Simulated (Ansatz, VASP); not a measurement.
CsPbBr3 in VASP and in Ansatz

```
Cs Pb Br
1.0
     5.94296    0.00000    0.00000
     0.00000    5.94296    0.00000
     0.00000    0.00000    5.94296
Cs Pb Br
1 1 3
Direct
  0.00000 0.00000 0.00000
  0.50000 0.50000 0.50000
  0.50000 0.50000 0.00000
  0.50000 0.00000 0.50000
  0.00000 0.50000 0.50000
```

Alike in both runs: task single point; functional r2SCAN; k mesh 4 × 4 × 4; no spin polarisation.

|  | VASP | Ansatz |
| --- | --- | --- |
| version | VASP 6.6.1 | Ansatz 0.2.0 |
| potentials or method | VASP PAW PBE potentials, release 64 (Cs_sv, Pb_d, Br) | plane waves, PAW |
| plane-wave cutoff (eV) | 520 | 500 |
| occupations | gaussian, width 0.01 eV | fixed |
| valence electrons in the cell | 44 | 44 |

|  | VASP | Ansatz | Ansatz less VASP |
| --- | --- | --- | --- |
| gap on the k mesh at the Fermi level (eV) | 2.06 | 2.04 | -0.012 |
| pressure (GPa) | 0.0 | 0.0 | 0.00 |

VASP's potentials were made for PBE, not for r2SCAN.

Spin-orbit coupling is off throughout.
